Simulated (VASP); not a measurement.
# Sc (P6/mmm) in VASP: a series of runs

Sc is run at these levels: BLYP; tasks: single point.

All numbers are computed with VASP 6.6.1; they aren't measurements. Logs are shortened: lines on timing, memory, paths and dates and some standing lists are left out, and cuts for length are marked.

## 1. The cell of the first run

The structure is hexagonal, space group P6/mmm (No. 191). Conventional cell: a = 5.227 Å, b = 5.227 Å, c = 3.282 Å, α = 90.00°, β = 90.00°, γ = 120.00°. Sc (site symmetry 6/mmm) has 14 Sc at 3.28 to 3.43 Å within 4.3 Å. Within 4.0 Å of Sc (site symmetry -6m2) lie 11 Sc at 3.02 to 3.43 Å.

## 2. Single point, BLYP (volume scaled by 1.04)

Contents of INCAR:

```
  AGGAC = 1.0
  AGGAX = 1.0
  ALDAC = 0.0
  ALDAX = 1.0
  ALGO = Normal
  EDIFF = 1E-6
  ENCUT = 520
  GGA = B5
  ISIF = 2
  ISMEAR = -1
  LASPH = True
  LCHARG = True
  LELF = True
  LREAL = False
  LVHAR = True
  LWAVE = False
  NBANDS = 24
  NELM = 100
  PREC = Accurate
  SIGMA = 0.1
```

Contents of KPOINTS:

```
k-points
0
Gamma
  8 8 11
```

Contents of POSCAR:

```
Sc
1.0
    5.2266355118      0.0000000000      0.0000000000
   -2.6133177559      4.5263991296      0.0000000000
    0.0000000000      0.0000000000      3.2820805131
Sc
3
Direct
    1.0000000000      1.0000000000      0.0000000000
    0.3333333333      0.6666666667      0.5000000000
    0.6666666667      0.3333333333      0.5000000000
```

Potentials or basis: VASP PAW PBE potentials, release 64 (Sc_sv).

Launch:

```bash
cat potpaw_PBE.64/Sc_sv/POTCAR > POTCAR
mpirun -np 1 vasp_std > vasp.out
```

OUTCAR:

```text
EDIFF = 1E-6
   ENCUT = 520
   GGA = B5
   ISIF = 2
   ISMEAR = -1
   LASPH = True
   LREAL = False
   NELM = 100
   PREC = Accurate

 ion  position               nearest neighbor table
   1  0.000  0.000  0.000-
   2  0.333  0.667  0.500-   3 3.02   3 3.02   3 3.02
   3  0.667  0.333  0.500-   2 3.02   2 3.02   2 3.02

  LATTYP: Found a hexagonal cell.
 ALAT       =     5.2266355118
 C/A-ratio  =     0.6279528208

  Lattice vectors:

 A1 = (   5.2266355118,   0.0000000000,   0.0000000000)
 A2 = (  -2.6133177559,   4.5263991296,   0.0000000000)
 A3 = (   0.0000000000,   0.0000000000,   3.2820805131)

Analysis of symmetry for initial positions (statically):
=====================================================================
 Subroutine PRICEL returns:
 Original cell was already a primitive cell.

 Routine SETGRP: Setting up the symmetry group for a
 hexagonal supercell.

 Subroutine GETGRP returns: Found 24 space group operations
 (whereof 24 operations were pure point group operations)
 out of a pool of 24 trial point group operations.

The static configuration has the point symmetry D_6h.

Analysis of symmetry for dynamics (positions and initial velocities):
=====================================================================
 Subroutine PRICEL returns:
 Original cell was already a primitive cell.

 Routine SETGRP: Setting up the symmetry group for a
 hexagonal supercell.

 Subroutine GETGRP returns: Found 24 space group operations
 (whereof 24 operations were pure point group operations)
 out of a pool of 24 trial point group operations.

The dynamic configuration has the point symmetry D_6h.

 Subroutine INISYM returns: Found 24 space group operations
 (whereof 24 operations are pure point group operations),
 and found     1 'primitive' translations

----------------------------------------------------------------------------------------

                                     Primitive cell

  volume of cell :      77.6469

  direct lattice vectors                    reciprocal lattice vectors
     5.226635512  0.000000000  0.000000000     0.191327671  0.110463082  0.000000000
    -2.613317756  4.526399130  0.000000000     0.000000000  0.220926165  0.000000000
     0.000000000  0.000000000  3.282080513     0.000000000  0.000000000  0.304684786

  length of vectors
     5.226635512  5.226635512  3.282080513     0.220926165  0.220926165  0.304684786

  position of ions in fractional coordinates (direct lattice)
     0.000000000  0.000000000  0.000000000
     0.333333333  0.666666667  0.500000000
     0.666666667  0.333333333  0.500000000

  ion indices of the primitive-cell ions
   primitive index   ion index
                 1           1
                 2           2
                 3           3

----------------------------------------------------------------------------------------

 KPOINTS: k-points

Automatic generation of k-mesh.
 Grid dimensions read from file:
 generate k-points for:    8    8   11

 Generating k-lattice:

  Cartesian coordinates                     Fractional coordinates (reciprocal lattice)
     0.023915959  0.013807885  0.000000000     0.125000000  0.000000000  0.000000000
     0.000000000  0.027615771  0.000000000     0.000000000  0.125000000  0.000000000
     0.000000000  0.000000000  0.027698617     0.000000000  0.000000000  0.090909091

  Length of vectors
     0.027615771  0.027615771  0.027698617

  Shift w.r.t. Gamma in fractional coordinates (k-lattice)
     0.000000000  0.000000000  0.000000000

 Subroutine IBZKPT returns following result:
 ===========================================

 Found     60 irreducible k-points:

 Following reciprocal coordinates:
            Coordinates               Weight
  0.000000  0.000000  0.000000      1.000000
  0.125000  0.000000  0.000000      6.000000
  0.250000  0.000000  0.000000      6.000000
  0.375000 -0.000000  0.000000      6.000000
  0.500000  0.000000  0.000000      3.000000
  0.125000  0.125000  0.000000      6.000000
[... 16 lines left out ...]
  0.250000  0.000000  0.181818     12.000000
  0.375000 -0.000000  0.181818     12.000000
 [... further k-points ...]
   k-points           NKPTS =     60   k-points in BZ     NKDIM =     60   number of bands    NBANDS=     24
   number of dos      NEDOS =    301   number of ions     NIONS =      3
   total plane-waves  NPLWV =  38400
   dimension x,y,z NGX =    40 NGY =   40 NGZ =   24
   dimension x,y,z NGXF=    80 NGYF=   80 NGZF=   48
   ions per type =               3
   NGX,Y,Z   is equivalent  to a cutoff of  12.72, 12.72, 12.16 a.u.
   NGXF,Y,Z  is equivalent  to a cutoff of  25.45, 25.45, 24.31 a.u.
 SYSTEM =  unknown system
   PREC   = accura    normal or accurate (medium, high low for compatibility)
   ISTART =      0    job   : 0-new  1-cont  2-samecut
   ICHARG =      2    charge: 1-file 2-atom 10-const
   ISPIN  =      1    spin polarized calculation?
   LNONCOLLINEAR =      F non collinear calculations
   LSORBIT =      F    spin-orbit coupling
   LASPH  =      T    aspherical Exc in radial PAW
   ENCUT  =  520.0 eV  38.22 Ry    6.18 a.u.   9.72  9.72  6.10*2*pi/ulx,y,z
   NELM   =    100;   NELMIN=  2; NELMDL= -5     # of ELM steps
   EDIFF  = 0.1E-05   stopping-criterion for ELM
   LREAL  =      F    real-space projection
   EDIFFG = 0.1E-04   stopping-criterion for IOM
   NSW    =      0    number of steps for IOM
   IBRION =     -1    ionic relax: 0-MD 1-quasi-New 2-CG
   NFREE  =      0    steps in history (QN), initial steepest desc. (CG)
   ISIF   =      2    stress and relaxation
   ISYM   =      2    0-nonsym 1-usesym 2-fastsym
   POTIM  = 0.5000    time-step for ionic-motion
   TEBEG  =    0.0;   TEEND  =   0.0 temperature during run
   PSTRESS=    0.0 pullay stress
   NELECT =      33.0000    total number of electrons
   NUPDOWN=      -1.0000    fix difference up-down
   EMIN   =  10.00;   EMAX   =-10.00  energy-range for DOS
   EFERMI =   0.00;   METHOD = LEGACY
   ISMEAR =    -1;   SIGMA  =   0.10  broadening in eV -4-tet -1-fermi 0-gaus
   EFERMI_NEDOS =   21; number of points for ismear=-14 and -15
   IALGO  =     38    algorithm
   IMIX   =      4    mixing-type and parameters
     AMIX     =   0.40;   BMIX     =  1.00
     AMIX_MAG =   1.60;   BMIX_MAG =  1.00
  volume/ion in A,a.u.               =      25.88       174.66
  Fermi-wavevector in a.u.,A,eV,Ry     =   1.230849  2.325967 20.612674  1.514989
  Thomas-Fermi vector in A             =   2.365681
   LORBIT       =      0    0 simple, 1 ext, 2 COOP (PROOUT), +10 PAW based schemes
   GGA     = B5    functional components
   LHFCALC =     F    Hartree Fock is set to
   AEXX    =    0.0000 exact exchange contribution
   IVDW    =     0    specifies the selected vdW correction
   LEPSILON=     F    determine dielectric tensor
   LRPA    =     F    only Hartree local field effects (RPA)
 non-spin polarized calculation
  energy-cutoff  :      520.00
  volume of cell :       77.65
 maximum number of plane-waves:      2113
 NGX is ok and might be reduce to    40
   NGX = 19   NGY = 19   NGZ = 13

 number of electron      32.9999995 magnetization

 Free energy of the ion-electron system (eV)
  ---------------------------------------------------
  ext. energy  EPLUGINS =         0.00000000
  ---------------------------------------------------
  free energy    TOTEN  =       -15.91297704 eV

  energy without entropy =      -15.70759168  energy(sigma->0) =      -15.81028436

 E-fermi :   3.7960     XC(G=0):  -9.1976

 val. band max:        3.7824396846   @ k =   0.3750  -0.0000   0.3636
 cond. band min:       3.8035869009   @ k =   0.2500   0.2500   0.3636
 fundamental gap:      0.0211472163
 Fermi energy:         3.7960321348

 k-point     1 :       0.0000    0.0000    0.0000
  band No.  band energies     occupation
      1     -45.6052      2.00000
      2     -45.5534      2.00000
      3     -45.4896      2.00000
      4     -24.4527      2.00000
      5     -24.4527      2.00000
      6     -24.4006      2.00000
[... 16 lines left out ...]
     23       5.9321      0.00000
     24       5.9607      0.00000

 k-point     2 :       0.1250    0.0000    0.0000
  band No.  band energies     occupation
      1     -45.6034      2.00000
      2     -45.5527      2.00000
      3     -45.4922      2.00000
      4     -24.4763      2.00000
      5     -24.4653      2.00000
      6     -24.3760      2.00000
[... 16 lines left out ...]
     23       5.7303      0.00000
     24       5.7304      0.00000

 k-point     3 :       0.2500    0.0000    0.0000
  band No.  band energies     occupation
      1     -45.5990      2.00000
      2     -45.5499      2.00000
      3     -45.4994      2.00000
      4     -24.5084      2.00000
      5     -24.4653      2.00000
      6     -24.3411      2.00000
[... 16 lines left out ...]
     23       5.6573      0.00000
     24       5.9999      0.00000

 k-point     4 :       0.3750   -0.0000    0.0000
  band No.  band energies     occupation
      1     -45.5949      2.00000
      2     -45.5446      2.00000
      3     -45.5089      2.00000
      4     -24.5308      2.00000
      5     -24.4366      2.00000
      6     -24.3342      2.00000
[... 16 lines left out ...]
     23       5.7516      0.00000
     24       6.3880      0.00000

 k-point     5 :       0.5000    0.0000    0.0000
  band No.  band energies     occupation
      1     -45.5933      2.00000
      2     -45.5406      2.00000
      3     -45.5145      2.00000
      4     -24.5388      2.00000
      5     -24.3852      2.00000
      6     -24.3848      2.00000
[... 451 lines left out ...]
 k-point    22 :       0.1250    0.0000    0.1818
  band No.  band energies     occupation
      1     -45.5954      2.00000
      2     -45.5497      2.00000
      3     -45.4870      2.00000
      4     -24.4636      2.00000
      5     -24.4532      2.00000
      6     -24.3692      2.00000
[... 16 lines left out ...]
     23       5.6778      0.00000
     24       5.7980      0.00000

 k-point    23 :       0.2500    0.0000    0.1818
  band No.  band energies     occupation
      1     -45.5920      2.00000
      2     -45.5461      2.00000
      3     -45.4941      2.00000
      4     -24.4910      2.00000
      5     -24.4533      2.00000
      6     -24.3469      2.00000
[... 16 lines left out ...]
     23       5.7055      0.00000
     24       5.9356      0.00000

 k-point    24 :       0.3750   -0.0000    0.1818
  band No.  band energies     occupation
      1     -45.5889      2.00000
      2     -45.5397      2.00000
      3     -45.5037      2.00000
      4     -24.5107      2.00000
      5     -24.4318      2.00000
      6     -24.3540      2.00000
[... 16 lines left out ...]
     23       5.8114      0.00000
     24       6.2304      0.00000

 [... further k-points ...]

------------------------ aborting loop because EDIFF is reached ----------------------------------------

  FORCE on cell =-STRESS in cart. coord.  units (eV):
  Direction    XX          YY          ZZ          XY          YZ          ZX
  --------------------------------------------------------------------------------------
  -------------------------------------------------------------------------------------
  Total       -0.8834626     -0.8834626     -0.9105539      0.0000000      0.0000000      0.0000000
  in kB      -18.2294870    -18.2294870    -18.7884921      0.0000000      0.0000000      0.0000000
  external PRESSURE =     -18.4158220 kB  Pullay stress =       0.0000000 kB

 VOLUME and BASIS-vectors are now :
 -----------------------------------------------------------------------------
  energy-cutoff  :      520.00
  volume of cell :       77.65
      direct lattice vectors                 reciprocal lattice vectors
     5.226635512  0.000000000  0.000000000     0.191327671  0.110463082  0.000000000
    -2.613317756  4.526399130  0.000000000     0.000000000  0.220926165  0.000000000
     0.000000000  0.000000000  3.282080513     0.000000000  0.000000000  0.304684786

 POSITION                                       TOTAL-FORCE (eV/Angst)
 -----------------------------------------------------------------------------------
      0.00000      0.00000      0.00000        -0.000000      0.000000     -0.000000
     -0.00000      3.01760      1.64104        -0.000000      0.000000      0.000000
      2.61332      1.50880      1.64104         0.000000      0.000000     -0.000000
 -----------------------------------------------------------------------------------
    total drift:                               -0.000000      0.000000      0.000000

  FREE ENERGIE OF THE ION-ELECTRON SYSTEM (eV)
  ---------------------------------------------------
  free  energy   TOTEN  =       -15.9129770380 eV

  energy  without entropy=      -15.7075916752  energy(sigma->0) =      -15.81028436
```

Wall time 55 s (1 thread of Intel Xeon 6975P-C (Granite Rapids), shared host); peak memory 0.23 GiB.

What came out:

```
Free energy : -15.9130 eV
Pressure    : -1.8 GPa
```

Caveat: the PAW data sets were made with another functional, which shifts forces and pressure a little.

## 3. Single point, BLYP (volume scaled by 1.08)

Contents of INCAR:

```
  AGGAC = 1.0
  AGGAX = 1.0
  ALDAC = 0.0
  ALDAX = 1.0
  ALGO = Normal
  EDIFF = 1E-7
  ENCUT = 520
  GGA = B5
  ISIF = 2
  ISMEAR = -1
  LASPH = True
  LCHARG = False
  LREAL = False
  LWAVE = False
  NBANDS = 24
  NELM = 60
  PREC = Accurate
  SIGMA = 0.1
```

KPOINTS is that of step 2.

Contents of POSCAR:

```
Sc
1.0
    5.2928024792      0.0000000000      0.0000000000
   -2.6464012396      4.5837014042      0.0000000000
    0.0000000000      0.0000000000      3.3236302469
Sc
3
Direct
    1.0000000000      1.0000000000      0.0000000000
    0.3333333333      0.6666666667      0.5000000000
    0.6666666667      0.3333333333      0.5000000000
```

Potentials or basis: VASP PAW PBE potentials, release 64 (Sc_sv).

Launch:

```bash
cat potpaw_PBE.64/Sc_sv/POTCAR > POTCAR
mpirun -np 1 vasp_std > vasp.out
```

OUTCAR:

```text
EDIFF = 1E-7
   ENCUT = 520
   GGA = B5
   ISIF = 2
   ISMEAR = -1
   LASPH = True
   LREAL = False
   NELM = 60
   PREC = Accurate

 ion  position               nearest neighbor table
   1  0.000  0.000  0.000-
   2  0.333  0.667  0.500-   3 3.06   3 3.06   3 3.06
   3  0.667  0.333  0.500-   2 3.06   2 3.06   2 3.06

  LATTYP: Found a hexagonal cell.
 ALAT       =     5.2928024792
 C/A-ratio  =     0.6279528208

  Lattice vectors:

 A1 = (   5.2928024792,   0.0000000000,   0.0000000000)
 A2 = (  -2.6464012396,   4.5837014042,   0.0000000000)
 A3 = (   0.0000000000,   0.0000000000,   3.3236302469)

Analysis of symmetry for initial positions (statically):
=====================================================================
 Subroutine PRICEL returns:
 Original cell was already a primitive cell.

 Routine SETGRP: Setting up the symmetry group for a
 hexagonal supercell.

 Subroutine GETGRP returns: Found 24 space group operations
[... 162 lines left out ...]
  ---------------------------------------------------
  free energy    TOTEN  =       -15.86490336 eV

  energy without entropy =      -15.65246551  energy(sigma->0) =      -15.75868444

 E-fermi :   3.5905     XC(G=0):  -9.0526

 val. band max:        3.5755039615   @ k =   0.2500   0.0000   0.0000
 cond. band min:       3.5913850248   @ k =   0.2500   0.2500   0.3636
 fundamental gap:      0.0158810634
 Fermi energy:         3.5904960878

 k-point     1 :       0.0000    0.0000    0.0000
  band No.  band energies     occupation
      1     -45.9130      2.00000
      2     -45.8559      2.00000
      3     -45.7972      2.00000
      4     -24.7304      2.00000
      5     -24.7304      2.00000
      6     -24.7006      2.00000
[... 637 lines left out ...]
     23       5.5217      0.00000
     24       5.9204      0.00000

 [... further k-points ...]

------------------------ aborting loop because EDIFF is reached ----------------------------------------

  FORCE on cell =-STRESS in cart. coord.  units (eV):
  Direction    XX          YY          ZZ          XY          YZ          ZX
  --------------------------------------------------------------------------------------
  -------------------------------------------------------------------------------------
  Total       -1.6933060     -1.6933060     -1.7256117     -0.0000000      0.0000000      0.0000000
  in kB      -33.6458358    -33.6458358    -34.2877464     -0.0000000      0.0000000      0.0000000
  external PRESSURE =     -33.8598060 kB  Pullay stress =       0.0000000 kB

 VOLUME and BASIS-vectors are now :
 -----------------------------------------------------------------------------
  energy-cutoff  :      520.00
  volume of cell :       80.63
      direct lattice vectors                 reciprocal lattice vectors
     5.292802479  0.000000000  0.000000000     0.188935824  0.109082149  0.000000000
    -2.646401240  4.583701404  0.000000000     0.000000000  0.218164298  0.000000000
     0.000000000  0.000000000  3.323630247     0.000000000  0.000000000  0.300875827

 POSITION                                       TOTAL-FORCE (eV/Angst)
 -----------------------------------------------------------------------------------
      0.00000      0.00000      0.00000        -0.000000      0.000000      0.000000
     -0.00000      3.05580      1.66182         0.000000     -0.000000      0.000000
      2.64640      1.52790      1.66182        -0.000000      0.000000      0.000000
 -----------------------------------------------------------------------------------
    total drift:                               -0.000000      0.000000      0.000000

  FREE ENERGIE OF THE ION-ELECTRON SYSTEM (eV)
  ---------------------------------------------------
  free  energy   TOTEN  =       -15.8649033597 eV

  energy  without entropy=      -15.6524655144  energy(sigma->0) =      -15.75868444
```

Run time: 86 s. Hardware: 1 thread of Intel Xeon 6975P-C (Granite Rapids), shared host; peak memory 0.23 GiB.

What came out:

| Property | Result |
| --- | --- |
| Free energy | -15.8649 eV |
| Pressure | -3.4 GPa |

Caveat: the PAW data sets were made with another functional, which shifts forces and pressure a little.

## 4. Single point, BLYP (volume scaled by 1.12)

Contents of INCAR:

```
PREC = Accurate
ENCUT = 520
EDIFF = 1E-7
ISMEAR = -1
SIGMA = 0.1
LREAL = False
LASPH = True
NELM = 100
ALGO = Normal
ISIF = 2
LWAVE = False
LCHARG = True
GGA = B5
ALDAX = 1.0
AGGAX = 1.0
AGGAC = 1.0
ALDAC = 0.0
LELF = True
LVHAR = True
NBANDS = 24
```

Contents of KPOINTS:

```
regular mesh
0
Gamma
  8 8 11
```

Contents of POSCAR:

```
Sc
1.0
    5.3573552129      0.0000000000      0.0000000000
   -2.6786776064      4.6396057114      0.0000000000
    0.0000000000      0.0000000000      3.3641663181
Sc
3
Direct
    1.0000000000      1.0000000000      0.0000000000
    0.3333333333      0.6666666667      0.5000000000
    0.6666666667      0.3333333333      0.5000000000
```

Launch:

```bash
cat potpaw_PBE.64/Sc_sv/POTCAR > POTCAR
mpirun -np 1 vasp_std > vasp.out
```

It took 82 s on 1 thread of Intel Xeon 6975P-C (Granite Rapids), shared host; peak memory 0.24 GiB.

Results (log left out):

* Free energy: -15.7905 eV
* Pressure: -4.7 GPa

Levels at points of the mesh, in eV from the Fermi level:
```csv
k point,band 14,band 15,band 16,band 17,band 18,band 19
"(0.00, 0.00, 0.00)",-0.64,-0.05,-0.05,-0.04,-0.04,0.53
"(0.50, 0.00, 0.00)",-2.87,-1.42,0.40,0.51,0.55,0.61
```

Caveat: the PAW data sets were made with another functional, which shifts forces and pressure a little.

## 5. Overview

| cell | gap on the mesh (eV) | pressure (GPa) |
| --- | --- | --- |
| a = 5.227, b = 5.227, c = 3.282 Å, angles 90.0, 90.0, 120.0°, 3 atoms | none | -1.8 |
| a = 5.293, b = 5.293, c = 3.324 Å, angles 90.0, 90.0, 120.0°, 3 atoms | none | -3.4 |
| a = 5.357, b = 5.357, c = 3.364 Å, angles 90.0, 90.0, 120.0°, 3 atoms | none | -4.7 |

Alike in all rows: task single point; level BLYP; potentials or basis VASP PAW PBE potentials, release 64 (Sc_sv); no spin polarisation; k mesh 8 × 8 × 11; cutoff (eV) 520; smearing fermi-dirac 0.1 eV.

Caveats: the PAW data sets were made with another functional, which shifts forces and pressure a little.

Absolute energies hang on the potentials; compare differences alone.
